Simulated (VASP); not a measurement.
# Pd (Pm-3m) in VASP: single point with PBEsol

Aim: the single point of Pd with PBEsol.

Everything below comes from runs of VASP 6.6.1. Logs are shortened: lines on timing, memory, paths and dates and some standing lists are left out, and cuts for length are marked.

## Step 1: The cell of the first run

The structure is cubic, space group Pm-3m (No. 221). Conventional cell: a = 3.820 Å, b = 3.820 Å, c = 3.820 Å, α = 90.00°, β = 90.00°, γ = 90.00°. Within 3.6 Å of Pd (site symmetry 4/mmm) lie 8 Pd at 2.70 Å.

## Step 2: Single point, PBEsol

The input, INCAR:

```
PREC = Accurate ; ENCUT = 520
EDIFF = 1E-7 ; ISMEAR = -1
SIGMA = 0.1 ; LREAL = F
LASPH = T ; NELM = 80
ALGO = Normal ; ISIF = 2
LWAVE = F ; LCHARG = F
GGA = PS ; NBANDS = 22
```

The input, KPOINTS:

```
Automatic mesh
0
Gamma
  6 6 6
```

The input, POSCAR:

```
Pd
1.0
    3.8200000000      0.0000000000      0.0000000000
    0.0000000000      3.8200000000      0.0000000000
    0.0000000000      0.0000000000      3.8200000000
Pd
3
Direct
    0.0000000000      0.5000000000      0.5000000000
    0.5000000000      0.0000000000      0.5000000000
    0.5000000000      0.5000000000      0.0000000000
```

Potentials or basis: VASP PAW PBE potentials, release 64 (Pd).

The run is started by

```bash
$ cat potpaw_PBE.64/Pd/POTCAR > POTCAR
$ mpirun -np 1 vasp_std > vasp.out
```

OUTCAR:

```text
PREC = Accurate
   ENCUT = 520
   EDIFF = 1E-7
   ISMEAR = -1
   LREAL = F
   LASPH = T
   NELM = 80
   ISIF = 2
   GGA = PS

 ion  position               nearest neighbor table
   1  0.000  0.500  0.500-   2 2.70   3 2.70   3 2.70   2 2.70   2 2.70   3 2.70   3 2.70   2 2.70

   2  0.500  0.000  0.500-   1 2.70   3 2.70   3 2.70   1 2.70   3 2.70   3 2.70   1 2.70   1 2.70

   3  0.500  0.500  0.000-   1 2.70   2 2.70   1 2.70   2 2.70   2 2.70   2 2.70   1 2.70   1 2.70

  LATTYP: Found a simple cubic cell.
 ALAT       =     3.8200000000

  Lattice vectors:

 A1 = (   3.8200000000,   0.0000000000,   0.0000000000)
 A2 = (   0.0000000000,   3.8200000000,   0.0000000000)
 A3 = (   0.0000000000,   0.0000000000,   3.8200000000)

Analysis of symmetry for initial positions (statically):
=====================================================================
 Subroutine PRICEL returns:
 Original cell was already a primitive cell.

 Routine SETGRP: Setting up the symmetry group for a
 simple cubic supercell.

 Subroutine GETGRP returns: Found 48 space group operations
 (whereof 48 operations were pure point group operations)
 out of a pool of 48 trial point group operations.

The static configuration has the point symmetry O_h .

Analysis of symmetry for dynamics (positions and initial velocities):
=====================================================================
 Subroutine PRICEL returns:
 Original cell was already a primitive cell.

 Routine SETGRP: Setting up the symmetry group for a
 simple cubic supercell.

 Subroutine GETGRP returns: Found 48 space group operations
 (whereof 48 operations were pure point group operations)
 out of a pool of 48 trial point group operations.

The dynamic configuration has the point symmetry O_h .

 Subroutine INISYM returns: Found 48 space group operations
 (whereof 48 operations are pure point group operations),
 and found     1 'primitive' translations

----------------------------------------------------------------------------------------

                                     Primitive cell

  volume of cell :      55.7430

  direct lattice vectors                    reciprocal lattice vectors
     3.820000000  0.000000000  0.000000000     0.261780105  0.000000000  0.000000000
     0.000000000  3.820000000  0.000000000     0.000000000  0.261780105  0.000000000
     0.000000000  0.000000000  3.820000000     0.000000000  0.000000000  0.261780105

  length of vectors
     3.820000000  3.820000000  3.820000000     0.261780105  0.261780105  0.261780105

  position of ions in fractional coordinates (direct lattice)
     0.000000000  0.500000000  0.500000000
     0.500000000  0.000000000  0.500000000
     0.500000000  0.500000000  0.000000000

  ion indices of the primitive-cell ions
   primitive index   ion index
                 1           1
                 2           2
                 3           3

----------------------------------------------------------------------------------------

 KPOINTS: Automatic mesh

Automatic generation of k-mesh.
 Grid dimensions read from file:
 generate k-points for:    6    6    6

 Generating k-lattice:

  Cartesian coordinates                     Fractional coordinates (reciprocal lattice)
     0.043630017  0.000000000  0.000000000     0.166666667  0.000000000  0.000000000
     0.000000000  0.043630017  0.000000000     0.000000000  0.166666667  0.000000000
     0.000000000  0.000000000  0.043630017     0.000000000  0.000000000  0.166666667

  Length of vectors
     0.043630017  0.043630017  0.043630017

  Shift w.r.t. Gamma in fractional coordinates (k-lattice)
     0.000000000  0.000000000  0.000000000

 Subroutine IBZKPT returns following result:
 ===========================================

 Found     20 irreducible k-points:

 Following reciprocal coordinates:
            Coordinates               Weight
  0.000000  0.000000  0.000000      1.000000
  0.166667  0.000000  0.000000      6.000000
  0.333333  0.000000  0.000000      6.000000
  0.500000  0.000000  0.000000      3.000000
  0.166667  0.166667  0.000000     12.000000
  0.333333  0.166667  0.000000     24.000000
[... 12 lines left out ...]
  0.500000  0.500000  0.333333      6.000000
  0.500000  0.500000  0.500000      1.000000
   k-points           NKPTS =     20   k-points in BZ     NKDIM =     20   number of bands    NBANDS=     22
   number of dos      NEDOS =    301   number of ions     NIONS =      3
   total plane-waves  NPLWV =  21952
   dimension x,y,z NGX =    28 NGY =   28 NGZ =   28
   dimension x,y,z NGXF=    56 NGYF=   56 NGZF=   56
   ions per type =               3
   NGX,Y,Z   is equivalent  to a cutoff of  12.19, 12.19, 12.19 a.u.
   NGXF,Y,Z  is equivalent  to a cutoff of  24.37, 24.37, 24.37 a.u.
 SYSTEM =  unknown system
   PREC   = accura    normal or accurate (medium, high low for compatibility)
   ISTART =      0    job   : 0-new  1-cont  2-samecut
   ICHARG =      2    charge: 1-file 2-atom 10-const
   ISPIN  =      1    spin polarized calculation?
   LNONCOLLINEAR =      F non collinear calculations
   LSORBIT =      F    spin-orbit coupling
   LASPH  =      T    aspherical Exc in radial PAW
   ENCUT  =  520.0 eV  38.22 Ry    6.18 a.u.   7.10  7.10  7.10*2*pi/ulx,y,z
   NELM   =     80;   NELMIN=  2; NELMDL= -5     # of ELM steps
   EDIFF  = 0.1E-06   stopping-criterion for ELM
   LREAL  =      F    real-space projection
   EDIFFG = 0.1E-05   stopping-criterion for IOM
   NSW    =      0    number of steps for IOM
   IBRION =     -1    ionic relax: 0-MD 1-quasi-New 2-CG
   NFREE  =      0    steps in history (QN), initial steepest desc. (CG)
   ISIF   =      2    stress and relaxation
   ISYM   =      2    0-nonsym 1-usesym 2-fastsym
   POTIM  = 0.5000    time-step for ionic-motion
   TEBEG  =    0.0;   TEEND  =   0.0 temperature during run
   PSTRESS=    0.0 pullay stress
   NELECT =      30.0000    total number of electrons
   NUPDOWN=      -1.0000    fix difference up-down
   EMIN   =  10.00;   EMAX   =-10.00  energy-range for DOS
   EFERMI =   0.00;   METHOD = LEGACY
   ISMEAR =    -1;   SIGMA  =   0.10  broadening in eV -4-tet -1-fermi 0-gaus
   EFERMI_NEDOS =   21; number of points for ismear=-14 and -15
   IALGO  =     38    algorithm
   IMIX   =      4    mixing-type and parameters
     AMIX     =   0.40;   BMIX     =  1.00
     AMIX_MAG =   1.60;   BMIX_MAG =  1.00
  volume/ion in A,a.u.               =      18.58       125.39
  Fermi-wavevector in a.u.,A,eV,Ry     =   1.331635  2.516425 24.126557  1.773252
  Thomas-Fermi vector in A             =   2.460631
   LORBIT       =      0    0 simple, 1 ext, 2 COOP (PROOUT), +10 PAW based schemes
   GGA     = PS    functional components
   LHFCALC =     F    Hartree Fock is set to
   AEXX    =    0.0000 exact exchange contribution
   IVDW    =     0    specifies the selected vdW correction
   LEPSILON=     F    determine dielectric tensor
   LRPA    =     F    only Hartree local field effects (RPA)
 non-spin polarized calculation
  energy-cutoff  :      520.00
  volume of cell :       55.74
 maximum number of plane-waves:      1518
   NGX = 15   NGY = 15   NGZ = 15

 number of electron      30.0000023 magnetization

 Free energy of the ion-electron system (eV)
  ---------------------------------------------------
  ext. energy  EPLUGINS =         0.00000000
  ---------------------------------------------------
  free energy    TOTEN  =       -16.44764983 eV

  energy without entropy =      -16.33855499  energy(sigma->0) =      -16.39310241

 E-fermi :   6.4254     XC(G=0): -11.7961

 val. band max:        6.4093839341   @ k =   0.1667   0.0000   0.0000
 cond. band min:       6.4848828456   @ k =   0.1667   0.1667   0.0000
 fundamental gap:      0.0754989115
 Fermi energy:         6.4254334445

 k-point     1 :       0.0000    0.0000    0.0000
  band No.  band energies     occupation
      1       0.0294      2.00000
      2       1.6814      2.00000
      3       2.0728      2.00000
      4       2.0728      2.00000
      5       2.0728      2.00000
      6       2.6828      2.00000
[... 14 lines left out ...]
     21      17.2357      0.00000
     22      18.0048      0.00000

 k-point     2 :       0.1667    0.0000    0.0000
  band No.  band energies     occupation
      1       0.3238      2.00000
      2       1.9149      2.00000
      3       2.1322      2.00000
      4       2.2585      2.00000
      5       2.2585      2.00000
      6       2.7376      2.00000
[... 14 lines left out ...]
     21      17.6526      0.00000
     22      19.4236      0.00000

 k-point     3 :       0.3333    0.0000    0.0000
  band No.  band energies     occupation
      1       1.0430      2.00000
      2       2.2621      2.00000
      3       2.3925      2.00000
      4       2.7967      2.00000
      5       2.7967      2.00000
      6       3.0777      2.00000
[... 14 lines left out ...]
     21      17.4761      0.00000
     22      19.0407      0.00000

 k-point     4 :       0.5000    0.0000    0.0000
  band No.  band energies     occupation
      1       1.5126      2.00000
      2       2.3341      2.00000
      3       2.5368      2.00000
      4       3.4411      2.00000
      5       3.4411      2.00000
      6       3.7176      2.00000
[... 14 lines left out ...]
     21      17.5854      0.00000
     22      17.7277      0.00000

 k-point     5 :       0.1667    0.1667    0.0000
  band No.  band energies     occupation
      1       0.5979      2.00000
      2       2.1436      2.00000
      3       2.2165      2.00000
      4       2.4088      2.00000
      5       2.4187      2.00000
      6       2.8732      2.00000
[... 14 lines left out ...]
     21      18.0028      0.00000
     22      19.5116      0.00000

 k-point     6 :       0.3333    0.1667    0.0000
  band No.  band energies     occupation
      1       1.2801      2.00000
      2       2.3794      2.00000
      3       2.6356      2.00000
      4       2.7934      2.00000
      5       2.9176      2.00000
      6       3.2428      2.00000
[... 14 lines left out ...]
     21      17.6016      0.00000
     22      19.3601      0.00000

 k-point     7 :       0.5000    0.1667    0.0000
  band No.  band energies     occupation
      1       1.7646      2.00000
      2       2.4713      2.00000
      3       2.7833      2.00000
      4       3.2212      2.00000
      5       3.4803      2.00000
      6       3.6633      2.00000
[... 224 lines left out ...]
      6       3.7065      2.00000
[... 14 lines left out ...]
     21      16.8073      0.00000
     22      16.8073      0.00000

 k-point    17 :       0.3333    0.3333    0.3333
  band No.  band energies     occupation
      1       1.7487      2.00000
      2       2.5577      2.00000
      3       2.5577      2.00000
      4       2.7999      2.00000
      5       3.6198      2.00000
      6       3.6261      2.00000
[... 14 lines left out ...]
     21      14.7933      0.00000
     22      15.8063      0.00000

 k-point    18 :       0.5000    0.3333    0.3333
  band No.  band energies     occupation
      1       1.9186      2.00000
      2       2.2148      2.00000
      3       2.4614      2.00000
      4       2.6587      2.00000
      5       3.5453      2.00000
      6       3.6669      2.00000
[... 14 lines left out ...]
     21      14.4858      0.00000
     22      16.2870      0.00000

 k-point    19 :       0.5000    0.5000    0.3333
  band No.  band energies     occupation
      1       2.0593      2.00000
      2       2.0629      2.00000
      3       2.0629      2.00000
      4       2.4827      2.00000
      5       3.6852      2.00000
      6       3.6852      2.00000
[... 14 lines left out ...]
     21      14.5258      0.00000
     22      14.5258      0.00000

 k-point    20 :       0.5000    0.5000    0.5000
  band No.  band energies     occupation
      1       1.9026      2.00000
      2       1.9026      2.00000
      3       1.9026      2.00000
      4       2.3028      2.00000
      5       3.7002      2.00000
      6       3.7002      2.00000
[... 14 lines left out ...]
     21      13.6322      0.00000
     22      13.6322      0.00000

------------------------ aborting loop because EDIFF is reached ----------------------------------------

  FORCE on cell =-STRESS in cart. coord.  units (eV):
  Direction    XX          YY          ZZ          XY          YZ          ZX
  --------------------------------------------------------------------------------------
  -------------------------------------------------------------------------------------
  Total       -3.4772525     -3.4772525     -3.4772525      0.0000000     -0.0000000      0.0000000
  in kB      -99.9439981    -99.9439981    -99.9439981      0.0000000     -0.0000000      0.0000000
  external PRESSURE =     -99.9439981 kB  Pullay stress =       0.0000000 kB

 VOLUME and BASIS-vectors are now :
 -----------------------------------------------------------------------------
  energy-cutoff  :      520.00
  volume of cell :       55.74
      direct lattice vectors                 reciprocal lattice vectors
     3.820000000  0.000000000  0.000000000     0.261780105  0.000000000  0.000000000
     0.000000000  3.820000000  0.000000000     0.000000000  0.261780105  0.000000000
     0.000000000  0.000000000  3.820000000     0.000000000  0.000000000  0.261780105

 POSITION                                       TOTAL-FORCE (eV/Angst)
 -----------------------------------------------------------------------------------
      0.00000      1.91000      1.91000         0.000000      0.000000      0.000000
      1.91000      0.00000      1.91000         0.000000      0.000000      0.000000
      1.91000      1.91000      0.00000         0.000000      0.000000      0.000000
 -----------------------------------------------------------------------------------
    total drift:                                0.000000      0.000000      0.000000

  FREE ENERGIE OF THE ION-ELECTRON SYSTEM (eV)
  ---------------------------------------------------
  free  energy   TOTEN  =       -16.4476498320 eV

  energy  without entropy=      -16.3385549923  energy(sigma->0) =      -16.39310241
```

Run time: 7.6 s. Hardware: 1 thread of Intel Xeon 6975P-C (Granite Rapids), shared host; peak memory 0.16 GiB.

Results:

```
Free energy            : -16.4476 eV
Pressure               : -10.0 GPa
Band gap on the k mesh : zero (band 15 reaches 7.04 eV, above the bottom of band 16 at 6.02 eV)
```

Levels at points of the mesh, in eV from the Fermi level:
```tsv
k point	band 11	band 12	band 13	band 14	band 15	band 16	band 17	band 18	band 19	band 20
(0.00, 0.00, 0.00)	-0.45	-0.45	0.37	0.61	0.61	0.61	4.88	4.88	4.88	10.81
(0.50, 0.00, 0.00)	-1.33	-1.10	-1.10	-1.08	-0.91	-0.35	0.61	8.73	8.73	10.93
(0.50, 0.50, 0.00)	-1.63	-1.63	-1.57	-1.11	-0.62	0.46	2.63	3.34	3.34	12.46
(0.50, 0.50, 0.50)	-0.70	-0.70	0.33	0.33	0.33	1.16	2.92	2.92	2.92	7.21
```

Caveat: the PAW data sets were made with another functional, which shifts forces and pressure a little.
